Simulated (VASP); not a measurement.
# Sb (Fm-3m) in VASP: settings compared

The runs below take Sb through single point, with HF, PBEsol-based global hybrid with 25 % exact exchange, B3LYP, PBEsol-based screened hybrid with 25 % exact exchange.

Program: VASP 6.6.1. These are calculated values, not measurements. Logs are shortened: lines on timing, memory, paths and dates and some standing lists are left out, and cuts for length are marked.

## Step 1: The cell of the first run

It takes space group Fm-3m (No. 225, cubic). The conventional cell has a = 4.742 Å, b = 4.742 Å, c = 4.742 Å, α = 90.00°, β = 90.00°, γ = 90.00°. Sb (site symmetry m-3m) has 12 Sb at 3.35 Å within 4.4 Å.

This isn't the form of Sb at room conditions, which is rhombohedral.

## Step 2: Single point, HF

The input, POSCAR:

```
Sb
1.0
    0.0000000000      2.3712425216      2.3712425216
    2.3712425216      0.0000000000      2.3712425216
    2.3712425216      2.3712425216      0.0000000000
Sb
1
Direct
    0.0000000000      0.0000000000      0.0000000000
```

The input, INCAR.step1:

```
PREC     = Accurate       # precision mode
ENCUT    = 400            # plane-wave cutoff, eV
EDIFF    = 1E-5           # SCF threshold, eV
ISMEAR   = -1             # smearing method
SIGMA    = 0.05           # smearing width, eV
LREAL    = False          # projectors in reciprocal space
LASPH    = True           # aspherical terms in the spheres
NELM     = 120            # most SCF steps
ALGO     = Normal         # electronic algorithm
ISIF     = 2              # what is computed and relaxed
LWAVE    = True           # write WAVECAR
LCHARG   = False          # write CHGCAR
NBANDS   = 14             # bands
GGA      = PE             # functional
GGA_COMPAT= False
```

The input, INCAR.step2:

```
PREC     = Accurate       # precision mode
ENCUT    = 400            # plane-wave cutoff, eV
EDIFF    = 1E-6           # SCF threshold, eV
ISMEAR   = -1             # smearing method
SIGMA    = 0.05           # smearing width, eV
LREAL    = False          # projectors in reciprocal space
LASPH    = True           # aspherical terms in the spheres
NELM     = 120            # most SCF steps
ALGO     = Normal         # electronic algorithm
ISIF     = 2              # what is computed and relaxed
LWAVE    = False          # write WAVECAR
LCHARG   = False          # write CHGCAR
GGA      = PE             # functional
LHFCALC  = True           # exact exchange
AEXX     = 1.0            # exact-exchange fraction
ALDAC    = 0.0          
AGGAC    = 0.0          
PRECFOCK = Normal       
NBANDS   = 14             # bands
ISTART   = 1            
GGA_COMPAT= False
```

The input, KPOINTS:

```
regular mesh
0
Gamma
  5 5 5
```

Potentials or basis: VASP PAW PBE potentials, release 64 (Sb_d_GW).

On the command line:

```sh
$ cat potpaw_PBE.64/Sb_d_GW/POTCAR > POTCAR
$ cp INCAR.step1 INCAR
$ mpirun -np 1 vasp_std > vasp.out
$ cp INCAR.step2 INCAR
$ mpirun -np 1 vasp_std > vasp.out
```

OUTCAR:

```text
PREC = Accurate
   ENCUT = 400
   EDIFF = 1E-6
   ISMEAR = -1
   LREAL = False
   LASPH = True
   NELM = 120
   ISIF = 2
   GGA = PE
   LHFCALC = True
   AEXX = 1.0
   PRECFOCK = Normal
   ISTART = 1

 ion  position               nearest neighbor table
   1  0.000  0.000  0.000-

  LATTYP: Found a face centered cubic cell.
 ALAT       =     4.7424850432

  Lattice vectors:

 A1 = (   0.0000000000,   2.3712425216,   2.3712425216)
 A2 = (   2.3712425216,   0.0000000000,   2.3712425216)
 A3 = (   2.3712425216,   2.3712425216,   0.0000000000)

Analysis of symmetry for initial positions (statically):
=====================================================================
 Subroutine PRICEL returns:
 Original cell was already a primitive cell.

 Routine SETGRP: Setting up the symmetry group for a
 face centered cubic supercell.

 Subroutine GETGRP returns: Found 48 space group operations
 (whereof 48 operations were pure point group operations)
 out of a pool of 48 trial point group operations.

The static configuration has the point symmetry O_h .

Analysis of symmetry for dynamics (positions and initial velocities):
=====================================================================
 Subroutine PRICEL returns:
 Original cell was already a primitive cell.

 Routine SETGRP: Setting up the symmetry group for a
 face centered cubic supercell.

 Subroutine GETGRP returns: Found 48 space group operations
 (whereof 48 operations were pure point group operations)
 out of a pool of 48 trial point group operations.

The dynamic configuration has the point symmetry O_h .

 Subroutine INISYM returns: Found 48 space group operations
 (whereof 48 operations are pure point group operations),
 and found     1 'primitive' translations

----------------------------------------------------------------------------------------

                                     Primitive cell

  volume of cell :      26.6660

  direct lattice vectors                    reciprocal lattice vectors
     0.000000000  2.371242522  2.371242522    -0.210859916  0.210859916  0.210859916
     2.371242522  0.000000000  2.371242522     0.210859916 -0.210859916  0.210859916
     2.371242522  2.371242522  0.000000000     0.210859916  0.210859916 -0.210859916

  length of vectors
     3.353443334  3.353443334  3.353443334     0.365220089  0.365220089  0.365220089

  position of ions in fractional coordinates (direct lattice)
     0.000000000  0.000000000  0.000000000

  ion indices of the primitive-cell ions
   primitive index   ion index
                 1           1

----------------------------------------------------------------------------------------

 KPOINTS: regular mesh

Automatic generation of k-mesh.
 Grid dimensions read from file:
 generate k-points for:    5    5    5

 Generating k-lattice:

  Cartesian coordinates                     Fractional coordinates (reciprocal lattice)
    -0.042171983  0.042171983  0.042171983     0.200000000  0.000000000  0.000000000
     0.042171983 -0.042171983  0.042171983     0.000000000  0.200000000  0.000000000
     0.042171983  0.042171983 -0.042171983     0.000000000  0.000000000  0.200000000

  Length of vectors
     0.073044018  0.073044018  0.073044018

  Shift w.r.t. Gamma in fractional coordinates (k-lattice)
     0.000000000  0.000000000  0.000000000

 Subroutine IBZKPT returns following result:
 ===========================================

 Found     10 irreducible k-points:

 Following reciprocal coordinates:
            Coordinates               Weight
  0.000000  0.000000  0.000000      1.000000
  0.200000  0.000000  0.000000      8.000000
  0.400000  0.000000  0.000000      8.000000
  0.200000  0.200000  0.000000      6.000000
  0.400000  0.200000  0.000000     24.000000
 -0.400000  0.200000  0.000000     24.000000
 -0.200000  0.200000  0.000000     12.000000
  0.400000  0.400000  0.000000      6.000000
 -0.400000  0.400000  0.000000     12.000000
 -0.400000  0.400000  0.200000     24.000000
[... 43 lines left out ...]

 val. band max:        6.8017708451   @ k =  -0.4000   0.4000   0.2000
 cond. band min:       9.1424159433   @ k =  -0.2000   0.2000   0.0000
 fundamental gap:      2.3406450981
 Fermi energy:         6.8512907868

 k-point     1 :       0.0000    0.0000    0.0000
  band No.  band energies     occupation
      1     -33.4195      2.00000
      2     -33.4195      2.00000
      3     -33.4195      2.00000
      4     -33.3657      2.00000
      5     -33.3657      2.00000
      6     -13.1912      2.00000
      7      17.4736      0.00000
      8      17.4736      0.00000
      9      17.4736      0.00000
     10      22.7618      0.00000
     11      22.9772      0.00000
     12      22.9772      0.00000
     13      22.9772      0.00000
     14      25.0070      0.00000

 k-point     2 :       0.2000    0.0000    0.0000
  band No.  band energies     occupation
      1     -33.4176      2.00000
      2     -33.4056      2.00000
      3     -33.4056      2.00000
      4     -33.3606      2.00000
      5     -33.3606      2.00000
      6     -12.0365      2.00000
      7      10.3466      0.00000
      8      16.2742      0.00000
      9      16.2742      0.00000
     10      20.7504      0.00000
     11      23.9736      0.00000
     12      23.9736      0.00000
     13      25.1493      0.00000
     14      26.1604      0.00000

 k-point     3 :       0.4000    0.0000    0.0000
  band No.  band energies     occupation
      1     -33.4169      2.00000
      2     -33.4104      2.00000
      3     -33.4104      2.00000
      4     -33.3252      2.00000
      5     -33.3252      2.00000
      6      -8.6910      2.00000
      7      -0.8441      2.00000
      8      14.9700      0.00000
      9      14.9700      0.00000
     10      20.3516      0.00000
     11      21.9124      0.00000
     12      21.9124      0.00000
     13      22.4100      0.00000
     14      30.5080      0.00000
[... 86 lines left out ...]
 k-point     9 :      -0.4000    0.4000    0.0000
  band No.  band energies     occupation
      1     -33.4535      2.00000
      2     -33.4142      2.00000
      3     -33.3355      2.00000
      4     -33.3307      2.00000
      5     -33.3172      2.00000
      6      -4.5522      2.00000
      7      -0.7385      2.00000
      8       2.6407      2.00000
      9      10.6805      0.00000
     10      15.7226      0.00000
     11      20.8504      0.00000
     12      30.4518      0.00000
     13      30.7493      0.00000
     14      31.0790      0.00000

 k-point    10 :      -0.4000    0.4000    0.2000
  band No.  band energies     occupation
      1     -33.4175      2.00000
      2     -33.4102      2.00000
      3     -33.3713      2.00000
      4     -33.3396      2.00000
      5     -33.3199      2.00000
      6      -5.8847      2.00000
      7       1.1332      2.00000
      8       3.0395      2.00000
      9       6.8018      1.45833
     10      20.8903      0.00000
     11      21.9549      0.00000
     12      24.1035      0.00000
     13      29.1477      0.00000
     14      32.6139      0.00000

------------------------ aborting loop because EDIFF is reached ----------------------------------------

  FORCE on cell =-STRESS in cart. coord.  units (eV):
  Direction    XX          YY          ZZ          XY          YZ          ZX
  --------------------------------------------------------------------------------------
  -------------------------------------------------------------------------------------
  Total        0.7897434      0.7897434      0.7897434      0.0000000      0.0000000     -0.0000000
  in kB       47.4502681     47.4502681     47.4502681      0.0000000      0.0000000     -0.0000000
  external PRESSURE =      47.4502681 kB  Pullay stress =       0.0000000 kB

 VOLUME and BASIS-vectors are now :
 -----------------------------------------------------------------------------
  energy-cutoff  :      400.00
  volume of cell :       26.67
      direct lattice vectors                 reciprocal lattice vectors
     0.000000000  2.371242522  2.371242522    -0.210859916  0.210859916  0.210859916
     2.371242522  0.000000000  2.371242522     0.210859916 -0.210859916  0.210859916
     2.371242522  2.371242522  0.000000000     0.210859916  0.210859916 -0.210859916

 POSITION                                       TOTAL-FORCE (eV/Angst)
 -----------------------------------------------------------------------------------
      0.00000      0.00000      0.00000         0.000000      0.000000     -0.000000
 -----------------------------------------------------------------------------------
    total drift:                                0.000000     -0.000000     -0.000001

  FREE ENERGIE OF THE ION-ELECTRON SYSTEM (eV)
  ---------------------------------------------------
  free  energy   TOTEN  =        -7.0689696192 eV

  energy  without entropy=       -7.0577551607  energy(sigma->0) =       -7.06336239
```

It took 7.6 min on 1 thread of AMD EPYC 7R13 (Zen 3), shared host; peak memory 0.12 GiB.

Results:

```
Free energy            : -7.0690 eV
Pressure               : 4.7 GPa
Band gap on the k mesh : zero (an odd number of electrons rules out a gap without spin polarisation)
```

Caveat: the k points lie up to 0.46 Å⁻¹ apart, too coarse for converged energies and pressures of a metal; the PAW data sets were made with another functional, which shifts forces and pressure a little; spin-orbit coupling is left out, which moves the levels of the heavy elements.

## Step 3: Single point, PBEsol-based global hybrid with 25 % exact exchange

This run uses another cell than the first one, of 25.85 Å³/atom.

The input, POSCAR:

```
Sb
1.0
    0.0000000000      2.3467336561      2.3467336561
    2.3467336561      0.0000000000      2.3467336561
    2.3467336561      2.3467336561      0.0000000000
Sb
1
Direct
    0.0000000000      0.0000000000      0.0000000000
```

The input, INCAR.step1:

```
SYSTEM = Sb
ALGO = Normal
EDIFF = 1E-5
ENCUT = 400
GGA = PE
GGA_COMPAT = .FALSE.
ISIF = 2
ISMEAR = -1
LASPH = .TRUE.
LCHARG = .FALSE.
LREAL = .FALSE.
LWAVE = .TRUE.
NBANDS = 14
NELM = 120
PREC = Accurate
SIGMA = 0.05
```

The input, INCAR.step2:

```
SYSTEM = Sb
AEXX = 0.25
ALGO = Normal
EDIFF = 1E-6
ENCUT = 400
GGA = PS
GGA_COMPAT = .FALSE.
ISIF = 2
ISMEAR = -1
ISTART = 1
LASPH = .TRUE.
LCHARG = .FALSE.
LHFCALC = .TRUE.
LREAL = .FALSE.
LWAVE = .FALSE.
NBANDS = 14
NELM = 120
PREC = Accurate
PRECFOCK = Normal
SIGMA = 0.05
```

The input, KPOINTS:

```
k-points
0
G
  5 5 5
  0 0 0
```

Potentials or basis: VASP PAW PBE potentials, release 64 (Sb_d_GW).

On the command line:

```sh
$ cat potpaw_PBE.64/Sb_d_GW/POTCAR > POTCAR
$ cp INCAR.step1 INCAR
$ mpirun -np 1 vasp_std > vasp.out
$ cp INCAR.step2 INCAR
$ mpirun -np 1 vasp_std > vasp.out
```

It took 5.9 min on 1 thread of AMD EPYC 7R13 (Zen 3), shared host; peak memory 0.12 GiB.

Results (log left out):

- Free energy: -5.3390 eV
- Pressure: -0.6 GPa
- Band gap on the k mesh: zero (an odd number of electrons rules out a gap without spin polarisation)

Levels at points of the mesh, in eV from the Fermi level:
```
           k point  band 5  band 6  band 7  band 8  band 9  band 10
(0.00, 0.00, 0.00)  -31.81  -14.86    7.13    7.13    7.13    11.77
```

Caveat: the k points lie up to 0.46 Å⁻¹ apart, too coarse for converged energies and pressures of a metal; the PAW data sets were made with another functional, which shifts forces and pressure a little; spin-orbit coupling is left out, which moves the levels of the heavy elements.

## Step 4: Single point, B3LYP

This run uses another cell than the first one, of 28.82 Å³/atom.

The input, POSCAR:

```
Sb
1.0
    0.0000000000      2.4335711419      2.4335711419
    2.4335711419      0.0000000000      2.4335711419
    2.4335711419      2.4335711419      0.0000000000
Sb
1
Direct
    0.0000000000      0.0000000000      0.0000000000
```

The input, INCAR.step1:

```
SYSTEM = Sb
ALGO     = Normal         ! electronic algorithm
EDIFF    = 1E-5           ! SCF threshold, eV
ENCUT    = 400            ! plane-wave cutoff, eV
GGA      = PE             ! functional
GGA_COMPAT= .FALSE.      
ISIF     = 2              ! what is computed and relaxed
ISMEAR   = -1             ! smearing method
LASPH    = .TRUE.         ! aspherical terms in the spheres
LCHARG   = .FALSE.        ! write CHGCAR
LREAL    = .FALSE.        ! projectors in reciprocal space
LWAVE    = .TRUE.         ! write WAVECAR
NBANDS   = 14             ! bands
NELM     = 120            ! most SCF steps
PREC     = Accurate       ! precision mode
SIGMA    = 0.05           ! smearing width, eV
```

The input, INCAR.step2:

```
SYSTEM = Sb
AEXX     = 0.2            ! exact-exchange fraction
AGGAC    = 0.81         
AGGAX    = 0.72         
ALDAC    = 0.19         
ALGO     = Normal         ! electronic algorithm
EDIFF    = 1E-6           ! SCF threshold, eV
ENCUT    = 400            ! plane-wave cutoff, eV
GGA      = B3             ! functional
GGA_COMPAT= .FALSE.      
ISIF     = 2              ! what is computed and relaxed
ISMEAR   = -1             ! smearing method
ISTART   = 1            
LASPH    = .TRUE.         ! aspherical terms in the spheres
LCHARG   = .FALSE.        ! write CHGCAR
LHFCALC  = .TRUE.         ! exact exchange
LREAL    = .FALSE.        ! projectors in reciprocal space
LWAVE    = .FALSE.        ! write WAVECAR
NBANDS   = 14             ! bands
NELM     = 120            ! most SCF steps
PREC     = Accurate       ! precision mode
PRECFOCK = Normal       
SIGMA    = 0.05           ! smearing width, eV
```

KPOINTS is that of step 3.

On the command line:

```sh
$ cat potpaw_PBE.64/Sb_d_GW/POTCAR > POTCAR
$ cp INCAR.step1 INCAR
$ mpirun -np 1 vasp_std > vasp.out
$ cp INCAR.step2 INCAR
$ mpirun -np 1 vasp_std > vasp.out
```

It took 5 min on 1 thread of Intel Xeon Platinum 8375C at 2.90GHz (Ice Lake), shared host; peak memory 0.15 GiB.

Results (log left out):

* Free energy: -3.9364 eV
* Pressure: -0.4 GPa
* Band gap on the k mesh: zero (an odd number of electrons rules out a gap without spin polarisation)

Levels at points of the mesh, in eV from the Fermi level:
| k point | band 5 | band 6 | band 7 | band 8 | band 9 | band 10 |
| --- | --- | --- | --- | --- | --- | --- |
| (0.00, 0.00, 0.00) | -31.48 | -13.81 | 5.67 | 5.67 | 5.67 | 11.43 |

Caveat: the k points lie up to 0.45 Å⁻¹ apart, too coarse for converged energies and pressures of a metal; the PAW data sets were made with another functional, which shifts forces and pressure a little; spin-orbit coupling is left out, which moves the levels of the heavy elements.

## Step 5: Single point, PBEsol-based screened hybrid with 25 % exact exchange

This run uses another cell than the first one, of 25.91 Å³/atom.

The input, POSCAR:

```
Sb
1.0
    0.0000000000      2.3486954822      2.3486954822
    2.3486954822      0.0000000000      2.3486954822
    2.3486954822      2.3486954822      0.0000000000
Sb
1
Direct
    0.0000000000      0.0000000000      0.0000000000
```

The input, INCAR.step1:

```
PREC = Accurate
ENCUT = 400
EDIFF = 1E-5
ISMEAR = -1
SIGMA = 0.05
LREAL = False
LASPH = True
NELM = 120
ALGO = Normal
ISIF = 2
LWAVE = True
NBANDS = 14
GGA = PE
GGA_COMPAT = False
```

The input, INCAR.step2:

```
PREC = Accurate
ENCUT = 400
EDIFF = 1E-6
ISMEAR = -1
SIGMA = 0.05
LREAL = False
LASPH = True
NELM = 120
ALGO = Normal
ISIF = 2
LWAVE = False
LCHARG = True
GGA = PS
LHFCALC = True
AEXX = 0.25
HFSCREEN = 0.207
PRECFOCK = Normal
LELF = True
LVHAR = True
NBANDS = 14
ISTART = 1
GGA_COMPAT = False
```

The input, KPOINTS:

```
Automatic mesh
0
Gamma
  5 5 5
```

On the command line:

```sh
$ cat potpaw_PBE.64/Sb_d_GW/POTCAR > POTCAR
$ cp INCAR.step1 INCAR
$ mpirun -np 1 vasp_std > vasp.out
$ cp INCAR.step2 INCAR
$ mpirun -np 1 vasp_std > vasp.out
```

Wall time 6.5 min (1 thread of Intel Xeon Platinum 8259CL at 2.50GHz (Skylake/Cascade Lake), shared host); peak memory 0.25 GiB.

Results (log left out):

```
Free energy            : -4.7759 eV
Pressure               : -0.6 GPa
Band gap on the k mesh : zero (an odd number of electrons rules out a gap without spin polarisation)
```

Levels at points of the mesh, in eV from the Fermi level:
```csv
k point,band 5,band 6,band 7,band 8,band 9,band 10
"(0.00, 0.00, 0.00)",-31.55,-14.57,6.54,6.54,6.54,11.21
```

Caveat: the k points lie up to 0.46 Å⁻¹ apart, too coarse for converged energies and pressures of a metal; the PAW data sets were made with another functional, which shifts forces and pressure a little; spin-orbit coupling is left out, which moves the levels of the heavy elements.

## Step 6: Overview

| level | cell | share of exact exchange | screening parameter | gap on the mesh (eV) | pressure (GPa) |
| --- | --- | --- | --- | --- | --- |
| HF | a = 3.353 Å, angles 60.0°, 1 atom | 1 | - | none | 4.7 |
| PBEsol-based global hybrid with 25 % exact exchange | a = 3.319 Å, angles 60.0°, 1 atom | 0.25 | - | none | -0.6 |
| B3LYP | a = 3.442 Å, angles 60.0°, 1 atom | 0.2 | - | none | -0.4 |
| PBEsol-based screened hybrid with 25 % exact exchange | a = 3.322 Å, angles 60.0°, 1 atom | 0.25 | 0.207 1/Å | none | -0.6 |

Alike in all rows: task single point; potentials or basis VASP PAW PBE potentials, release 64 (Sb_d_GW); no spin polarisation; k mesh 5 × 5 × 5; cutoff (eV) 400; smearing fermi-dirac 0.05 eV.

Caveats: all runs use coarse meshes; the PAW data sets were made with another functional, which shifts forces and pressure a little; spin-orbit coupling is left out, which moves the levels of the heavy elements.

Absolute energies hang on the potentials; compare differences alone.

The gap in the log of VASP goes by the Fermi energy; the results here count the filled bands.